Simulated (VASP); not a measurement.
Set up this calculation in VASP 6.6.1, as the native input.

* Task: single point
* Functional: PBE
* Potentials or basis: VASP PAW PBE potentials, release 64 (Ba_sv, Te)
* Cutoff: 400 eV
* k mesh: 12 × 12 × 1
* Occupations: gaussian, width 0.05 eV
* Spin: no spin polarisation
* Dipole correction: yes
* Further INCAR settings: ALGO = Normal; EDIFF = 1e-06; NBANDS = 42; NELMDL = -8

The structure of BaTe lies in POSCAR:

```
BaTe
1.0
    4.8224682500      0.0000000000      0.0000000000
    0.0000000000      4.8224682500      0.0000000000
    0.0000000000      0.0000000000     27.2299998212
Ba Te
4 4
Direct
    0.5000000000      0.5000000000      0.3121557127
    0.0000000000      0.0000000000      0.4373852376
    0.5000000000      0.5000000000      0.5687376036
    0.0000000000      0.0000000000      0.6960179611
    0.0000000000      0.0000000000      0.3121557127
    0.5000000000      0.5000000000      0.4373852376
    0.0000000000      0.0000000000      0.5680593600
    0.5000000000      0.5000000000      0.6991748069
```

These files were run (other wordings do the same):

INCAR

```
ALGO = Normal
DIPOL = 0.5 0.5 0.504
EDIFF = 1E-6
ENCUT = 400
GGA = PE
GGA_COMPAT = F
IDIPOL = 3
ISIF = 2
ISMEAR = 0
LASPH = T
LCHARG = F
LDIPOL = T
LREAL = F
LWAVE = F
NBANDS = 42
NELM = 120
NELMDL = -8
PREC = Accurate
SIGMA = 0.05
```

KPOINTS

```
k-points
0
Gamma
  12 12 1
```

Potentials or basis: VASP PAW PBE potentials, release 64 (Ba_sv, Te).

Launch:

```sh
$ cat potpaw_PBE.64/Ba_sv/POTCAR potpaw_PBE.64/Te/POTCAR > POTCAR
$ mpirun -np 1 vasp_std > vasp.out
```

It gave:

```json
{"Largest force": "0.338 eV/Å", "Band gap on the k mesh": "1.41 eV"}
```

Caveat: spin-orbit coupling is left out, which moves the levels of the heavy elements.

Wall time 15 min on 1 thread of Oxide Virtual Turin-like Processor, on a shared host, peak memory 0.64 GiB.
